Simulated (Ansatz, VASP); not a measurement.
## SnO2: VASP beside Ansatz

Contents of POSCAR:

```
SnO2
1.0
    0.0000000000      0.0000000000     -3.2007107590
   -4.7598182097      0.0000000000      0.0000000000
    0.0000000000     11.5201150501      0.0000000000
Sn O
4 8
Direct
    0.5000000000      0.5000000000      0.1665177105
    0.5000000000      0.5000000000      0.5797130218
    1.0000000000      0.0000000000      0.3731153662
    1.0000000000      0.0000000000      0.7863106775
    0.0000000000      0.6941376349      0.0863405561
    0.0000000000      0.6941376349      0.4995358675
    0.5000000000      0.1941376349      0.0400972092
    0.5000000000      0.1941376349      0.4532925205
    0.5000000000      0.8058623651      0.2929382118
    0.5000000000      0.8058623651      0.7061335232
    1.0000000000      0.3058623651      0.2466948648
    1.0000000000      0.3058623651      0.6598901762
```

INCAR.step1

```
SYSTEM = SnO2
PREC = Accurate ; ENCUT = 520
ISMEAR = 0 ; SIGMA = 0.05
LREAL = .FALSE. ; LASPH = .TRUE.
NELM = 60 ; NBANDS = 64
GGA = PE ; ALGO = Normal
EDIFF = 1E-4 ; LWAVE = .TRUE.
LCHARG = .FALSE.
```

Contents of INCAR.step2:

```
SYSTEM = SnO2
PREC = Accurate ; ENCUT = 520
EDIFF = 1E-6 ; ISMEAR = 0
SIGMA = 0.05 ; LREAL = .FALSE.
LASPH = .TRUE. ; NELM = 60
ALGO = Normal ; ISIF = 2
LWAVE = .FALSE. ; LCHARG = .TRUE.
METAGGA = R2SCAN ; LMIXTAU = .TRUE.
LELF = .TRUE. ; LVHAR = .TRUE.
NBANDS = 64 ; ISTART = 1
```

File KPOINTS:

```
Automatic mesh
0
G
  8 6 3
  0 0 0
```

Input for Ansatz:

```yaml
crystal:
  lattice:
    - [0.0, 0.0, -3.200710759]
    - [-4.7598182097, 0.0, 0.0]
    - [0.0, 11.5201150501, 0.0]
  atoms:
    - { symbol: Sn, position: [0.5, 0.5, 0.1665177105] }
    - { symbol: Sn, position: [0.5, 0.5, 0.5797130218] }
    - { symbol: Sn, position: [1.0, 0.0, 0.3731153662] }
    - { symbol: Sn, position: [1.0, 0.0, 0.7863106775] }
    - { symbol: O, position: [0.0, 0.6941376349, 0.0863405561] }
    - { symbol: O, position: [0.0, 0.6941376349, 0.4995358675] }
    - { symbol: O, position: [0.5, 0.1941376349, 0.0400972092] }
    - { symbol: O, position: [0.5, 0.1941376349, 0.4532925205] }
    - { symbol: O, position: [0.5, 0.8058623651, 0.2929382118] }
    - { symbol: O, position: [0.5, 0.8058623651, 0.7061335232] }
    - { symbol: O, position: [1.0, 0.3058623651, 0.2466948648] }
    - { symbol: O, position: [1.0, 0.3058623651, 0.6598901762] }
basis:
  ecutwfc: 500
kpoints:
  mp_grid: { grid: [8, 6, 3] }
hamiltonian:
  xc: r2scan
scf:
  occupations: { method: gaussian, width: 0.05 }
output:
  forces: true
  stress: true
  eigenvalues: true
```

Alike in both runs: task single point; functional r2SCAN; k mesh 8 × 6 × 3; occupations gaussian, width 0.05 eV; no spin polarisation.

|  | VASP | Ansatz |
| --- | --- | --- |
| version | VASP 6.6.1 | Ansatz 0.2.0 |
| potentials or method | VASP PAW PBE potentials, release 64 (Sn_d, O), cutoff 520 eV | scalar-relativistic, plane waves, PAW |
| valence electrons in the cell | 104 | 104 |

VASP gave:

* gap on the k mesh at the Fermi level (eV): none
* pressure (GPa): 0.8
* traceless stress, the component that is largest in VASP (GPa): 1.17
* rms of the force components (eV/Å): 0.491

What did Ansatz give for the same quantities?

gap on the k mesh at the Fermi level (eV): none; pressure (GPa): 0.0; traceless stress, the component that is largest in VASP (GPa): 0.92; rms of the force components (eV/Å): 0.483.

VASP's potentials were made for PBE, not for r2SCAN. Atom by atom the forces differ by 0.038 eV/Å (rms over components). A gap of «none» marks a metal or a gap that the smearing closes. With one functional, cell and mesh, what is left measures potentials, basis and numerics.
